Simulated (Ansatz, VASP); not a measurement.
**Two plane-wave programs on Sr**

```
Sr
1.0
    -2.49775    2.49775    2.42500
     2.49775   -2.49775    2.42500
     2.49775    2.49775   -2.42500
Sr
1
Direct
  0.00000 0.00000 0.00000
```

Change from the starting cell: strain +0.030 along x and y, +0.000 along z, atoms carried along.

Alike in both runs: task single point; functional r2SCAN; k mesh 14 × 14 × 14; occupations gaussian, width 0.15 eV; no spin polarisation.

|  | VASP | Ansatz |
| --- | --- | --- |
| version | VASP 6.6.1 | Ansatz 0.2.0 |
| potentials or method | VASP PAW PBE potentials, release 64 (Sr_sv), cutoff 520 eV | scalar-relativistic, plane waves, PAW |
| valence electrons in the cell | 10 | 10 |

|  | VASP | Ansatz | Ansatz less VASP |
| --- | --- | --- | --- |
| gap on the k mesh at the Fermi level (eV) | none | none | - |
| pressure (GPa) | -0.7 | -0.7 | -0.01 |

VASP's potentials were made for PBE, not for r2SCAN. A gap of «none» marks a metal or a gap that the smearing closes.
